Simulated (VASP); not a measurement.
# Ge3Pt in VASP: single point with PBE

Aim: the single point of Ge3Pt with PBE.

Program: VASP 6.6.1. These are calculated values, not measurements. Logs are shortened: lines on timing, memory, paths and dates and some standing lists are left out, and cuts for length are marked.

## (1) The cell of the first run

The typed cell holds 8 atoms: a = 5.285 Å, b = 5.285 Å, c = 5.286 Å, α = 90.00°, β = 90.00°, γ = 90.00°.

The cell was built from a structure type or drawn by symmetry, and may not be a known phase.

## (2) Single point, PBE

Contents of INCAR:

```
SYSTEM = Ge3Pt
PREC = Accurate
ENCUT = 520
EDIFF = 1E-6
ISMEAR = 0
SIGMA = 0.1
LREAL = .False.
LASPH = .True.
NELM = 100
ALGO = Normal
ISIF = 2
LWAVE = .False.
LCHARG = .True.
GGA = PE
LELF = .True.
LVHAR = .True.
NBANDS = 62
```

Contents of KPOINTS:

```
regular mesh
0
Gamma
  8 8 8
  0 0 0
```

Contents of POSCAR:

```
Ge3Pt
1.0
    5.2849986323      0.0000000000      0.0000000000
    0.0000000000      5.2849986323      0.0000000000
    0.0000000000      0.0000000000      5.2856049214
Ge Pt
6 2
Direct
    0.0000000000      0.5000000000      0.4999198885
    0.5000000000      0.0000000000      0.5000801115
    0.5000000000      0.0000000000      1.0000801115
    0.0000000000      0.5000000000     -0.0000801115
    0.0000000000      0.0000000000      0.0000000000
    0.5000000000      0.5000000000      0.5000000000
    0.0000000000      0.0000000000      0.5000000000
    0.5000000000      0.5000000000      0.0000000000
```

Potentials or basis: VASP PAW PBE potentials, release 64 (Ge_d, Pt).

Run with:

```console
$ cat potpaw_PBE.64/Ge_d/POTCAR potpaw_PBE.64/Pt/POTCAR > POTCAR
$ mpirun -np 1 vasp_std > vasp.out
```

OUTCAR:

```text
SYSTEM = Ge3Pt
   PREC = Accurate
   ENCUT = 520
   EDIFF = 1E-6
   ISMEAR = 0
   LREAL = .False.
   LASPH = .True.
   NELM = 100
   ISIF = 2
   GGA = PE

 ion  position               nearest neighbor table
   1  0.000  0.500  0.500-   6 2.64   7 2.64   7 2.64   6 2.64   4 2.64   4 2.64
   2  0.500  0.000  0.500-   6 2.64   7 2.64   6 2.64   7 2.64   3 2.64   3 2.64
   3  0.500  0.000  0.000-   5 2.64   8 2.64   8 2.64   5 2.64   2 2.64   2 2.64
   4  0.000  0.500  1.000-   5 2.64   8 2.64   5 2.64   8 2.64   1 2.64   1 2.64
   5  0.000  0.000  0.000-   3 2.64   4 2.64   4 2.64   3 2.64   7 2.64   7 2.64
   6  0.500  0.500  0.500-   1 2.64   2 2.64   2 2.64   1 2.64   8 2.64   8 2.64
   7  0.000  0.000  0.500-   1 2.64   2 2.64   1 2.64   2 2.64   5 2.64   5 2.64
   8  0.500  0.500  0.000-   3 2.64   4 2.64   3 2.64   4 2.64   6 2.64   6 2.64

  LATTYP: Found a simple tetragonal cell.
 ALAT       =     5.2849986323
 C/A-ratio  =     1.0001147189

  Lattice vectors:

 A1 = (   5.2849986323,   0.0000000000,   0.0000000000)
 A2 = (   0.0000000000,   5.2849986323,   0.0000000000)
 A3 = (   0.0000000000,   0.0000000000,   5.2856049214)

Analysis of symmetry for initial positions (statically):
=====================================================================
 Subroutine PRICEL returns:
 Original cell was already a primitive cell.

 Routine SETGRP: Setting up the symmetry group for a
 simple tetragonal supercell.

 Subroutine GETGRP returns: Found 16 space group operations
 (whereof  8 operations were pure point group operations)
 out of a pool of 16 trial point group operations.

The static configuration has the point symmetry D_2d.
 The point group associated with its full space group is D_4h.

Analysis of symmetry for dynamics (positions and initial velocities):
=====================================================================
 Subroutine PRICEL returns:
 Original cell was already a primitive cell.

 Routine SETGRP: Setting up the symmetry group for a
 simple tetragonal supercell.

 Subroutine GETGRP returns: Found 16 space group operations
 (whereof  8 operations were pure point group operations)
 out of a pool of 16 trial point group operations.

The dynamic configuration has the point symmetry D_2d.
 The point group associated with its full space group is D_4h.

 Subroutine INISYM returns: Found 16 space group operations
 (whereof  8 operations are pure point group operations),
 and found     1 'primitive' translations

----------------------------------------------------------------------------------------

                                     Primitive cell

  volume of cell :     147.6333

  direct lattice vectors                    reciprocal lattice vectors
     5.284998632  0.000000000  0.000000000     0.189214808  0.000000000  0.000000000
     0.000000000  5.284998632  0.000000000     0.000000000  0.189214808  0.000000000
     0.000000000  0.000000000  5.285604921     0.000000000  0.000000000  0.189193104

  length of vectors
     5.284998632  5.284998632  5.285604921     0.189214808  0.189214808  0.189193104

  position of ions in fractional coordinates (direct lattice)
     0.000000000  0.500000000  0.499919889
     0.500000000  0.000000000  0.500080111
     0.500000000  0.000000000  0.000080111
     0.000000000  0.500000000  0.999919889
     0.000000000  0.000000000  0.000000000
     0.500000000  0.500000000  0.500000000
     0.000000000  0.000000000  0.500000000
     0.500000000  0.500000000  0.000000000

  ion indices of the primitive-cell ions
   primitive index   ion index
                 1           1
                 2           2
                 3           3
                 4           4
                 5           5
                 6           6
                 7           7
                 8           8

----------------------------------------------------------------------------------------

 KPOINTS: regular mesh

Automatic generation of k-mesh.
 Grid dimensions read from file:
 generate k-points for:    8    8    8

 Generating k-lattice:

  Cartesian coordinates                     Fractional coordinates (reciprocal lattice)
     0.023651851  0.000000000  0.000000000     0.125000000  0.000000000  0.000000000
     0.000000000  0.023651851  0.000000000     0.000000000  0.125000000  0.000000000
     0.000000000  0.000000000  0.023649138     0.000000000  0.000000000  0.125000000

  Length of vectors
     0.023651851  0.023651851  0.023649138

  Shift w.r.t. Gamma in fractional coordinates (k-lattice)
     0.000000000  0.000000000  0.000000000

 Subroutine IBZKPT returns following result:
 ===========================================

 Found     75 irreducible k-points:

 Following reciprocal coordinates:
            Coordinates               Weight
  0.000000  0.000000  0.000000      1.000000
  0.125000  0.000000  0.000000      4.000000
  0.250000  0.000000  0.000000      4.000000
  0.375000  0.000000  0.000000      4.000000
  0.500000  0.000000  0.000000      2.000000
  0.125000  0.125000  0.000000      4.000000
[... 16 lines left out ...]
  0.375000  0.125000  0.125000     16.000000
  0.500000  0.125000  0.125000      8.000000
 [... further k-points ...]
   k-points           NKPTS =     75   k-points in BZ     NKDIM =     75   number of bands    NBANDS=     62
   number of dos      NEDOS =    301   number of ions     NIONS =      8
   total plane-waves  NPLWV =  64000
   dimension x,y,z NGX =    40 NGY =   40 NGZ =   40
   dimension x,y,z NGXF=    80 NGYF=   80 NGZF=   80
   ions per type =               6   2
   NGX,Y,Z   is equivalent  to a cutoff of  12.58, 12.58, 12.58 a.u.
   NGXF,Y,Z  is equivalent  to a cutoff of  25.16, 25.16, 25.16 a.u.
 SYSTEM =  Ge3Pt
   PREC   = accura    normal or accurate (medium, high low for compatibility)
   ISTART =      0    job   : 0-new  1-cont  2-samecut
   ICHARG =      2    charge: 1-file 2-atom 10-const
   ISPIN  =      1    spin polarized calculation?
   LNONCOLLINEAR =      F non collinear calculations
   LSORBIT =      F    spin-orbit coupling
   LASPH  =      T    aspherical Exc in radial PAW
   ENCUT  =  520.0 eV  38.22 Ry    6.18 a.u.   9.83  9.83  9.83*2*pi/ulx,y,z
   NELM   =    100;   NELMIN=  2; NELMDL= -5     # of ELM steps
   EDIFF  = 0.1E-05   stopping-criterion for ELM
   LREAL  =      F    real-space projection
   EDIFFG = 0.1E-04   stopping-criterion for IOM
   NSW    =      0    number of steps for IOM
   IBRION =     -1    ionic relax: 0-MD 1-quasi-New 2-CG
   NFREE  =      0    steps in history (QN), initial steepest desc. (CG)
   ISIF   =      2    stress and relaxation
   ISYM   =      2    0-nonsym 1-usesym 2-fastsym
   POTIM  = 0.5000    time-step for ionic-motion
   TEBEG  =    0.0;   TEEND  =   0.0 temperature during run
   PSTRESS=    0.0 pullay stress
   NELECT =     104.0000    total number of electrons
   NUPDOWN=      -1.0000    fix difference up-down
   EMIN   =  10.00;   EMAX   =-10.00  energy-range for DOS
   EFERMI =   0.00;   METHOD = LEGACY
   ISMEAR =     0;   SIGMA  =   0.10  broadening in eV -4-tet -1-fermi 0-gaus
   EFERMI_NEDOS =   21; number of points for ismear=-14 and -15
   IALGO  =     38    algorithm
   IMIX   =      4    mixing-type and parameters
     AMIX     =   0.40;   BMIX     =  1.00
     AMIX_MAG =   1.60;   BMIX_MAG =  1.00
  volume/ion in A,a.u.               =      18.45       124.53
  Fermi-wavevector in a.u.,A,eV,Ry     =   1.456659  2.752686 28.869582  2.121854
  Thomas-Fermi vector in A             =   2.573551
   LORBIT       =      0    0 simple, 1 ext, 2 COOP (PROOUT), +10 PAW based schemes
   GGA     = PE    functional components
   LHFCALC =     F    Hartree Fock is set to
   AEXX    =    0.0000 exact exchange contribution
   IVDW    =     0    specifies the selected vdW correction
   LEPSILON=     F    determine dielectric tensor
   LRPA    =     F    only Hartree local field effects (RPA)
 non-spin polarized calculation
 Gauss-broadening in eV      SIGMA  =   0.10
  energy-cutoff  :      520.00
  volume of cell :      147.63
 maximum number of plane-waves:      4012
 NGX is ok and might be reduce to    40
   NGX = 19   NGY = 19   NGZ = 19

 number of electron     104.0000052 magnetization

 Free energy of the ion-electron system (eV)
  ---------------------------------------------------
  ext. energy  EPLUGINS =         0.00000000
  ---------------------------------------------------
  free energy    TOTEN  =       -39.10769106 eV

  energy without entropy =      -39.09145497  energy(sigma->0) =      -39.09957301

 E-fermi :   7.0003     XC(G=0): -11.5059

 val. band max:        6.9993149995   @ k =   0.3750   0.1250   0.1250
 cond. band min:       7.0400200968   @ k =   0.3750   0.3750   0.5000
 fundamental gap:      0.0407050973
 Fermi energy:         7.0002984371

 k-point     1 :       0.0000    0.0000    0.0000
  band No.  band energies     occupation
      1     -17.7297      2.00000
      2     -17.6950      2.00000
      3     -17.6945      2.00000
      4     -17.6068      2.00000
      5     -17.6065      2.00000
      6     -17.5862      2.00000
[... 54 lines left out ...]
     61      13.0169      0.00000
     62      13.0176      0.00000

 k-point     2 :       0.1250    0.0000    0.0000
  band No.  band energies     occupation
      1     -17.7256      2.00000
      2     -17.6948      2.00000
      3     -17.6872      2.00000
      4     -17.6068      2.00000
      5     -17.6016      2.00000
      6     -17.5854      2.00000
[... 54 lines left out ...]
     61      13.0556      0.00000
     62      13.1906      0.00000

 k-point     3 :       0.2500    0.0000    0.0000
  band No.  band energies     occupation
      1     -17.7161      2.00000
      2     -17.6953      2.00000
      3     -17.6667      2.00000
      4     -17.6081      2.00000
      5     -17.5851      2.00000
      6     -17.5843      2.00000
[... 1354 lines left out ...]
     61      12.7767      0.00000
     62      13.7735      0.00000

 k-point    24 :       0.5000    0.1250    0.1250
  band No.  band energies     occupation
      1     -17.6889      2.00000
      2     -17.6889      2.00000
      3     -17.6150      2.00000
      4     -17.6150      2.00000
      5     -17.5752      2.00000
      6     -17.5752      2.00000
[... 54 lines left out ...]
     61      14.0339      0.00000
     62      14.0339      0.00000

 [... further k-points ...]

------------------------ aborting loop because EDIFF is reached ----------------------------------------

  FORCE on cell =-STRESS in cart. coord.  units (eV):
  Direction    XX          YY          ZZ          XY          YZ          ZX
  --------------------------------------------------------------------------------------
  -------------------------------------------------------------------------------------
  Total       -0.1337614     -0.1337614     -0.1480720      0.0000000      0.0000000     -0.0000000
  in kB       -1.4516328     -1.4516328     -1.6069379      0.0000000      0.0000000     -0.0000000
  external PRESSURE =      -1.5034012 kB  Pullay stress =       0.0000000 kB

 VOLUME and BASIS-vectors are now :
 -----------------------------------------------------------------------------
  energy-cutoff  :      520.00
  volume of cell :      147.63
      direct lattice vectors                 reciprocal lattice vectors
     5.284998632  0.000000000  0.000000000     0.189214808  0.000000000  0.000000000
     0.000000000  5.284998632  0.000000000     0.000000000  0.189214808  0.000000000
     0.000000000  0.000000000  5.285604921     0.000000000  0.000000000  0.189193104

 POSITION                                       TOTAL-FORCE (eV/Angst)
 -----------------------------------------------------------------------------------
      0.00000      2.64250      2.64238         0.000000      0.000000      0.000140
      2.64250      0.00000      2.64323         0.000000      0.000000     -0.000140
      2.64250      0.00000      0.00042        -0.000000      0.000000     -0.000140
      0.00000      2.64250      5.28518        -0.000000      0.000000      0.000140
      0.00000      0.00000      0.00000         0.000000      0.000000      0.000000
      2.64250      2.64250      2.64280         0.000000     -0.000000      0.000000
      0.00000      0.00000      2.64280         0.000000      0.000000      0.000000
      2.64250      2.64250      0.00000        -0.000000     -0.000000      0.000000
 -----------------------------------------------------------------------------------
    total drift:                               -0.000000      0.000000      0.000000

  FREE ENERGIE OF THE ION-ELECTRON SYSTEM (eV)
  ---------------------------------------------------
  free  energy   TOTEN  =       -39.1076910563 eV

  energy  without entropy=      -39.0914549679  energy(sigma->0) =      -39.09957301
```

Run time: 7.2 min. Hardware: 1 thread of Intel Xeon Platinum 8488C (Sapphire Rapids), shared host; peak memory 0.59 GiB.

What came out:

```yaml
Free_energy: -39.1077 eV
Pressure: -0.2 GPa
Band_gap_on_the_k_mesh: zero (bands 52 and 53 overlap by 2.74 eV)
```

Levels at points of the mesh, in eV from the Fermi level:
| k point | band 49 | band 50 | band 51 | band 52 | band 53 | band 54 | band 55 | band 56 |
| --- | --- | --- | --- | --- | --- | --- | --- | --- |
| (0.00, 0.00, 0.00) | -1.55 | -1.55 | -0.82 | -0.82 | -0.22 | -0.22 | -0.22 | 1.57 |
| (0.50, 0.00, 0.00) | -1.70 | -1.70 | 0.19 | 0.19 | 0.19 | 0.19 | 0.32 | 0.32 |
| (0.50, 0.50, 0.00) | -0.93 | -0.93 | -0.79 | -0.79 | 1.56 | 1.56 | 1.87 | 1.87 |
| (0.00, 0.00, 0.50) | -1.70 | -1.70 | 0.19 | 0.19 | 0.19 | 0.19 | 0.33 | 0.33 |
| (0.50, 0.00, 0.50) | -0.93 | -0.93 | -0.79 | -0.79 | 1.56 | 1.56 | 1.87 | 1.87 |
| (0.50, 0.50, 0.50) | 1.45 | 1.45 | 1.45 | 1.45 | 1.45 | 1.45 | 4.11 | 4.11 |

Caveat: spin-orbit coupling is left out, which moves the levels of the heavy elements.
